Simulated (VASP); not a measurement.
## Hf: single point with PBE

Hf, a slab with vacuum:

```
CELL_PARAMETERS angstrom
3.20476 0.00000 0.00000
-1.60238 2.77541 0.00000
0.00000 0.00000 25.13515
ATOMIC_POSITIONS crystal
Hf 0.33333 0.66667 0.29839
Hf 0.66667 0.33333 0.39919
Hf 0.33333 0.66667 0.50000
Hf 0.66667 0.33333 0.60081
Hf 0.33333 0.66667 0.70161
```

| Item | Value |
| --- | --- |
| Program | VASP 6.6.1 |
| Task | single point |
| Functional | PBE |
| Potentials or basis | VASP PAW PBE potentials, release 64 (Hf_pv) |
| Cutoff | 520 eV |
| k mesh | 12 × 12 × 1 |
| Occupations | gaussian, width 0.1 eV |
| Spin | no spin polarisation |
| Dipole correction | yes |
| Further INCAR settings | ALGO = Fast; EDIFF = 1e-06; NBANDS = 33 |

The largest force is 0.781 eV/Å and the band gap on the k mesh is zero (bands 25 and 26 overlap by 1.21 eV).

Forces on the atoms (eV/Å):
```
Hf   0.000  0.000  0.690
Hf   0.000  0.000 -0.781
Hf   0.000  0.000  0.000
Hf   0.000  0.000  0.781
Hf   0.000  0.000 -0.690
```

Levels at points of the mesh, in eV from the Fermi level:
| k point | band 21 | band 22 | band 23 | band 24 | band 25 | band 26 | band 27 | band 28 | band 29 | band 30 |
| --- | --- | --- | --- | --- | --- | --- | --- | --- | --- | --- |
| (0.00, 0.00, 0.00) | -0.12 | 0.01 | 0.26 | 0.52 | 0.75 | 1.10 | 1.10 | 1.13 | 1.13 | 1.26 |
| (0.50, 0.00, 0.00) | -1.76 | -1.28 | -1.10 | -1.00 | 0.21 | 0.38 | 1.08 | 1.12 | 1.32 | 1.42 |

Wall time 5.9 min on 1 thread of Intel(R) Xeon(R) Platinum 8488C (Sapphire Rapids), with other jobs on the host, peak memory 0.38 GiB.

Caveat: spin-orbit coupling is left out, which moves the levels of the heavy elements.
